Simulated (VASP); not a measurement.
# AlN (P6_3mc) in VASP: notebook, part 2 of 2

VASP 6.6.1. The steps go on from the part before.

## (3) Single point, PBEsol (z stretched by -0.5 %, x and y held)

File INCAR:

```
SYSTEM = AlN
PREC = Accurate
ENCUT = 520
EDIFF = 1E-6
ISMEAR = 0
SIGMA = 0.01
LREAL = .False.
LASPH = .True.
NELM = 80
ALGO = Normal
ISIF = 2
LWAVE = .False.
LCHARG = .False.
GGA = PS
NBANDS = 16
```

File KPOINTS:

```
Automatic mesh
0
Gamma
  8 8 6
  0 0 0
```

File POSCAR:

```
AlN
1.0
    3.1138302227      0.0000000000      0.0000000000
   -1.5569151113      2.6966560759      0.0000000000
    0.0000000000      0.0000000000      4.9579384664
Al N
2 2
Direct
    0.3333333333      0.6666666667     -0.0015049919
    0.6666666667      0.3333333333      0.4984950081
    0.3333333333      0.6666666667      0.3815049919
    0.6666666667      0.3333333333      0.8815049919
```

Potentials or basis: VASP PAW PBE potentials, release 64 (Al, N).

Launch:

```sh
cat potpaw_PBE.64/Al/POTCAR potpaw_PBE.64/N/POTCAR > POTCAR
mpirun -np 1 vasp_std > vasp.out
```

OUTCAR:

```text
SYSTEM = AlN
   PREC = Accurate
   ENCUT = 520
   EDIFF = 1E-6
   ISMEAR = 0
   LREAL = .False.
   LASPH = .True.
   NELM = 80
   ISIF = 2
   GGA = PS

 ion  position               nearest neighbor table
   1  0.333  0.667  0.998-   4 1.89   4 1.89   4 1.89   3 1.90   2 3.06   2 3.06   2 3.06   2 3.06
                             2 3.06   2 3.06
   2  0.667  0.333  0.498-   3 1.89   3 1.89   3 1.89   4 1.90   1 3.06   1 3.06   1 3.06   1 3.06
                             1 3.06   1 3.06
   3  0.333  0.667  0.382-   2 1.89   2 1.89   2 1.89   1 1.90
   4  0.667  0.333  0.882-   1 1.89   1 1.89   1 1.89   2 1.90

  LATTYP: Found a hexagonal cell.
 ALAT       =     3.1138302227
 C/A-ratio  =     1.5922314679

  Lattice vectors:

 A1 = (   3.1138302227,   0.0000000000,   0.0000000000)
 A2 = (  -1.5569151113,   2.6966560759,   0.0000000000)
 A3 = (   0.0000000000,   0.0000000000,   4.9579384664)

Analysis of symmetry for initial positions (statically):
=====================================================================
 Subroutine PRICEL returns:
 Original cell was already a primitive cell.

 Routine SETGRP: Setting up the symmetry group for a
 hexagonal supercell.

 Subroutine GETGRP returns: Found 12 space group operations
 (whereof  6 operations were pure point group operations)
 out of a pool of 24 trial point group operations.

The static configuration has the point symmetry C_3v.
 The point group associated with its full space group is C_6v.

Analysis of symmetry for dynamics (positions and initial velocities):
=====================================================================
 Subroutine PRICEL returns:
 Original cell was already a primitive cell.

 Routine SETGRP: Setting up the symmetry group for a
 hexagonal supercell.

 Subroutine GETGRP returns: Found 12 space group operations
 (whereof  6 operations were pure point group operations)
 out of a pool of 24 trial point group operations.

The dynamic configuration has the point symmetry C_3v.
 The point group associated with its full space group is C_6v.

 Subroutine INISYM returns: Found 12 space group operations
 (whereof  6 operations are pure point group operations),
 and found     1 'primitive' translations

----------------------------------------------------------------------------------------

                                     Primitive cell

  volume of cell :      41.6315

  direct lattice vectors                    reciprocal lattice vectors
     3.113830223  0.000000000  0.000000000     0.321147888  0.185414820  0.000000000
    -1.556915111  2.696656076  0.000000000     0.000000000  0.370829639  0.000000000
     0.000000000  0.000000000  4.957938466     0.000000000  0.000000000  0.201696735

  length of vectors
     3.113830223  3.113830223  4.957938466     0.370829639  0.370829639  0.201696735

  position of ions in fractional coordinates (direct lattice)
     0.333333333  0.666666667  0.998495008
     0.666666667  0.333333333  0.498495008
     0.333333333  0.666666667  0.381504992
     0.666666667  0.333333333  0.881504992

  ion indices of the primitive-cell ions
   primitive index   ion index
                 1           1
                 2           2
                 3           3
                 4           4

----------------------------------------------------------------------------------------

[... 23 lines left out ...]

 Following reciprocal coordinates:
            Coordinates               Weight
  0.000000  0.000000  0.000000      1.000000
  0.125000  0.000000  0.000000      6.000000
  0.250000  0.000000  0.000000      6.000000
  0.375000 -0.000000  0.000000      6.000000
  0.500000  0.000000  0.000000      3.000000
  0.125000  0.125000  0.000000      6.000000
[... 16 lines left out ...]
  0.250000  0.000000  0.333333     12.000000
  0.375000 -0.000000  0.333333     12.000000
 [... further k-points ...]
   k-points           NKPTS =     40   k-points in BZ     NKDIM =     40   number of bands    NBANDS=     16
   number of dos      NEDOS =    301   number of ions     NIONS =      4
   total plane-waves  NPLWV =  23040
   dimension x,y,z NGX =    24 NGY =   24 NGZ =   40
   dimension x,y,z NGXF=    48 NGYF=   48 NGZF=   80
   ions per type =               2   2
   NGX,Y,Z   is equivalent  to a cutoff of  12.81, 12.81, 13.41 a.u.
   NGXF,Y,Z  is equivalent  to a cutoff of  25.63, 25.63, 26.83 a.u.
 SYSTEM =  AlN
   PREC   = accura    normal or accurate (medium, high low for compatibility)
   ISTART =      0    job   : 0-new  1-cont  2-samecut
   ICHARG =      2    charge: 1-file 2-atom 10-const
   ISPIN  =      1    spin polarized calculation?
   LNONCOLLINEAR =      F non collinear calculations
   LSORBIT =      F    spin-orbit coupling
   LASPH  =      T    aspherical Exc in radial PAW
   ENCUT  =  520.0 eV  38.22 Ry    6.18 a.u.   5.79  5.79  9.22*2*pi/ulx,y,z
   NELM   =     80;   NELMIN=  2; NELMDL= -5     # of ELM steps
   EDIFF  = 0.1E-05   stopping-criterion for ELM
   LREAL  =      F    real-space projection
   EDIFFG = 0.1E-04   stopping-criterion for IOM
   NSW    =      0    number of steps for IOM
   IBRION =     -1    ionic relax: 0-MD 1-quasi-New 2-CG
   NFREE  =      0    steps in history (QN), initial steepest desc. (CG)
   ISIF   =      2    stress and relaxation
   ISYM   =      2    0-nonsym 1-usesym 2-fastsym
   POTIM  = 0.5000    time-step for ionic-motion
   TEBEG  =    0.0;   TEEND  =   0.0 temperature during run
   PSTRESS=    0.0 pullay stress
   NELECT =      16.0000    total number of electrons
   NUPDOWN=      -1.0000    fix difference up-down
   EMIN   =  10.00;   EMAX   =-10.00  energy-range for DOS
   EFERMI =   0.00;   METHOD = LEGACY
   ISMEAR =     0;   SIGMA  =   0.01  broadening in eV -4-tet -1-fermi 0-gaus
   EFERMI_NEDOS =   21; number of points for ismear=-14 and -15
   IALGO  =     38    algorithm
   IMIX   =      4    mixing-type and parameters
     AMIX     =   0.40;   BMIX     =  1.00
     AMIX_MAG =   1.60;   BMIX_MAG =  1.00
  volume/ion in A,a.u.               =      10.41        70.24
  Fermi-wavevector in a.u.,A,eV,Ry     =   1.190258  2.249261 19.275552  1.416713
  Thomas-Fermi vector in A             =   2.326346
   LORBIT       =      0    0 simple, 1 ext, 2 COOP (PROOUT), +10 PAW based schemes
   GGA     = PS    functional components
   LHFCALC =     F    Hartree Fock is set to
   AEXX    =    0.0000 exact exchange contribution
   IVDW    =     0    specifies the selected vdW correction
   LEPSILON=     F    determine dielectric tensor
   LRPA    =     F    only Hartree local field effects (RPA)
 non-spin polarized calculation
 Gauss-broadening in eV      SIGMA  =   0.01
  energy-cutoff  :      520.00
  volume of cell :       41.63
 maximum number of plane-waves:      1140
 NGX is ok and might be reduce to    24
   NGX = 11   NGY = 11   NGZ = 19

 number of electron      15.9999997 magnetization

 Free energy of the ion-electron system (eV)
  ---------------------------------------------------
  ext. energy  EPLUGINS =         0.00000000
  ---------------------------------------------------
  free energy    TOTEN  =       -31.31103679 eV

  energy without entropy =      -31.31103679  energy(sigma->0) =      -31.31103679

 E-fermi :   6.1895     XC(G=0): -11.1217

 val. band max:        6.1341240213   @ k =   0.0000   0.0000   0.0000
 cond. band min:      10.2611241464   @ k =   0.0000   0.0000   0.0000
 fundamental gap:      4.1270001252
 Fermi energy:         6.1894837124

 k-point     1 :       0.0000    0.0000    0.0000
  band No.  band energies     occupation
      1      -9.0925      2.00000
      2      -6.8746      2.00000
      3       0.0466      2.00000
      4       5.1930      2.00000
      5       5.1930      2.00000
      6       5.8632      2.00000
[... 433 lines left out ...]
      3       0.7447      2.00000
      4       1.4009      2.00000
      5       3.6596      2.00000
      6       4.3904      2.00000
[... 8 lines left out ...]
     15      18.2446      0.00000
     16      20.1444      0.00000

 [... further k-points ...]
[... 5 lines left out ...]
  --------------------------------------------------------------------------------------
  -------------------------------------------------------------------------------------
  Total        0.1271724      0.1271724      0.4618579      0.0000000     -0.0000000      0.0000000
  in kB        4.8942031      4.8942031     17.7744973      0.0000000     -0.0000000      0.0000000
  external PRESSURE =       9.1876345 kB  Pullay stress =       0.0000000 kB

 VOLUME and BASIS-vectors are now :
 -----------------------------------------------------------------------------
  energy-cutoff  :      520.00
  volume of cell :       41.63
      direct lattice vectors                 reciprocal lattice vectors
     3.113830223  0.000000000  0.000000000     0.321147888  0.185414820  0.000000000
    -1.556915111  2.696656076  0.000000000     0.000000000  0.370829639  0.000000000
     0.000000000  0.000000000  4.957938466     0.000000000  0.000000000  0.201696735

 POSITION                                       TOTAL-FORCE (eV/Angst)
 -----------------------------------------------------------------------------------
     -0.00000      1.79777      4.95048        -0.000000      0.000000     -0.001900
      1.55692      0.89889      2.47151         0.000000      0.000000     -0.001900
     -0.00000      1.79777      1.89148        -0.000000      0.000000      0.001900
      1.55692      0.89889      4.37045         0.000000     -0.000000      0.001900
 -----------------------------------------------------------------------------------
    total drift:                               -0.000000      0.000000      0.000882

  FREE ENERGIE OF THE ION-ELECTRON SYSTEM (eV)
  ---------------------------------------------------
  free  energy   TOTEN  =       -31.3110367942 eV

  energy  without entropy=      -31.3110367942  energy(sigma->0) =      -31.31103679
```

Run time: 16 s. Hardware: 1 thread of Intel Xeon Platinum 8375C at 2.90GHz (Ice Lake), shared host; peak memory 0.16 GiB.

What came out:

| Item | Value |
| --- | --- |
| Free energy | -31.3110 eV |
| Pressure | 0.9 GPa |
| Band gap on the k mesh | 4.13 eV, direct |

Levels at points of the mesh, in eV from the valence-band top:
```
           k point  band 4  band 5  band 6  band 7  band 8  band 9  band 10  band 11  band 12  band 13
(0.00, 0.00, 0.00)   -0.94   -0.94   -0.27   -0.27    0.00    4.13     6.51    10.54    10.97    10.97
(0.50, 0.00, 0.00)   -4.23   -3.42   -2.18   -1.84   -0.74    5.63     5.69     8.08    10.16    10.76
(0.00, 0.00, 0.50)   -3.37   -0.62   -0.62   -0.62   -0.62    6.36     6.36    10.23    10.23    11.29
(0.50, 0.00, 0.50)   -5.71   -1.54   -1.54   -1.40   -1.40    5.17     5.17     9.12     9.12    11.75
```

Caveat: the cell differs from its parent crystal (z stretched by -0.5 %, x and y held); the PAW data sets were made with another functional, which shifts forces and pressure a little. A k mesh can miss the band edges.

## (4) Single point, PBEsol

This run uses another cell than the first one, of 10.46 Å³/atom, 1.015 times its volume.

File INCAR:

```
  PREC = Accurate
  ENCUT = 520
  EDIFF = 1E-6
  ISMEAR = 0
  SIGMA = 0.01
  LREAL = False
  LASPH = True
  NELM = 80
  ALGO = Normal
  ISIF = 2
  LWAVE = False
  LCHARG = True
  GGA = PS
  LELF = True
  LVHAR = True
  NBANDS = 16
```

File KPOINTS:

```
regular mesh
0
Gamma
  8 8 6
```

File POSCAR:

```
AlN
1.0
    3.1138302227      0.0000000000      0.0000000000
   -1.5569151113      2.6966560759      0.0000000000
    0.0000000000      0.0000000000      4.9828527301
Al N
2 2
Direct
    0.3333333333      0.6666666667     -0.0010085685
    0.6666666667      0.3333333333      0.4989914315
    0.3333333333      0.6666666667      0.3810085685
    0.6666666667      0.3333333333      0.8810085685
```

Launch:

```sh
cat potpaw_PBE.64/Al/POTCAR potpaw_PBE.64/N/POTCAR > POTCAR
mpirun -np 1 vasp_std > vasp.out
```

Wall time 18 s (1 thread of Intel Xeon Platinum 8375C at 2.90GHz (Ice Lake), shared host); peak memory 0.16 GiB.

The run converged. Its results:

| Property | Result |
| --- | --- |
| Free energy | -31.3123 eV |
| Pressure | 0.0 GPa |
| Band gap on the k mesh | 4.11 eV, direct |

Levels at points of the mesh, in eV from the valence-band top:
```tsv
k point	band 4	band 5	band 6	band 7	band 8	band 9	band 10	band 11	band 12	band 13
(0.00, 0.00, 0.00)	-0.88	-0.88	-0.23	-0.23	0.00	4.11	6.54	10.49	11.02	11.02
(0.50, 0.00, 0.00)	-4.20	-3.38	-2.12	-1.81	-0.70	5.66	5.67	8.07	10.15	10.78
(0.00, 0.00, 0.50)	-3.36	-0.56	-0.56	-0.56	-0.56	6.36	6.36	10.20	10.20	11.34
(0.50, 0.00, 0.50)	-5.66	-1.49	-1.49	-1.38	-1.38	5.17	5.17	9.12	9.12	11.71
```

Caveat: the PAW data sets were made with another functional, which shifts forces and pressure a little.

## (5) Summary

| cell | gap on the mesh (eV) | pressure (GPa) |
| --- | --- | --- |
| a = 3.098, b = 3.098, c = 4.958 Å, angles 90.0, 90.0, 120.0°, 4 atoms | 4.24 | 3.1 |
| a = 3.114, b = 3.114, c = 4.958 Å, angles 90.0, 90.0, 120.0°, 4 atoms | 4.13 | 0.9 |
| a = 3.114, b = 3.114, c = 4.983 Å, angles 90.0, 90.0, 120.0°, 4 atoms | 4.11 | 0.0 |

Alike in all rows: task single point; level PBEsol; potentials or basis VASP PAW PBE potentials, release 64 (Al, N); no spin polarisation; k mesh 8 × 8 × 6; cutoff (eV) 520; smearing gaussian 0.01 eV.

Caveats: the PAW data sets were made with another functional, which shifts forces and pressure a little.

Total energies depend on the potentials used, so only differences within one code and one set of settings carry meaning.

## (6) How close it comes

Step 4. Measured gap of AlN: 6.0343 eV (an exciton energy, a little under the gap; 0 K; quoted in “Structural and optical properties of self-assembled AlN nanowires grown on SiO2/Si substrates by molecular beam epitaxy”, 2024, arxiv:2402.00216). This calculation gives 4.11 eV (-1.92 eV). 2 values of this kind are on record (6.034 to 6.0343 eV); this one was drawn at random. The value is that of PBEsol on a finite k mesh, which can miss the band edges, without temperature or zero-point motion. Semilocal functionals fall short of measured gaps as a rule.
